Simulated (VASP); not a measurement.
## Pt: single point with r2SCAN

Pt:

```
CELL_PARAMETERS angstrom
-1.56046 1.56046 1.63175
1.56046 -1.56046 1.63175
1.56046 1.56046 -1.63175
ATOMIC_POSITIONS crystal
Pt 0.00000 0.00000 0.00000
```

This cell differs from its parent crystal: strain -0.015 along x and y, +0.030 along z.

```yaml
Program: VASP 6.6.1
Task: single point
Functional: r2SCAN
Potentials_or_basis: VASP PAW PBE potentials, release 64 (Pt)
Cutoff: 520 eV
k_mesh: 22 × 22 × 22
Occupations: gaussian, width 0.15 eV
Spin: no spin polarisation
```

```
Pressure               : -6.0 GPa
Band gap on the k mesh : zero (bands 5 and 6 overlap by 2.35 eV)
```

Stress tensor (GPa, compression positive):
```
-7.10  0.00  0.00
 0.00 -7.10  0.00
 0.00  0.00 -3.66
```

Levels at points of the mesh, in eV from the Fermi level:
```csv
k point,band 2,band 3,band 4,band 5,band 6,band 7,band 8,band 9
"(0.00, 0.00, 0.00)",-3.68,-3.68,-3.31,-1.33,-0.89,17.53,18.41,18.41
"(0.50, 0.00, 0.00)",-4.87,-1.51,-0.76,0.39,1.04,6.44,14.27,16.95
"(0.50, 0.50, 0.00)",-5.28,-0.95,-0.63,0.67,1.14,6.84,13.73,15.83
"(0.50, 0.50, 0.50)",-6.22,0.46,0.61,0.61,7.18,8.58,8.58,13.27
```

Run time: 6.7 min on 1 thread of Intel Xeon 8259CL, on a shared host, peak memory 0.25 GiB.

Caveat: the cell differs from its parent crystal (strain -0.015 along x and y, +0.030 along z); the cell stands under tension; the PAW data sets were made with another functional, which shifts forces and pressure a little; spin-orbit coupling is left out, which moves the levels of the heavy elements.
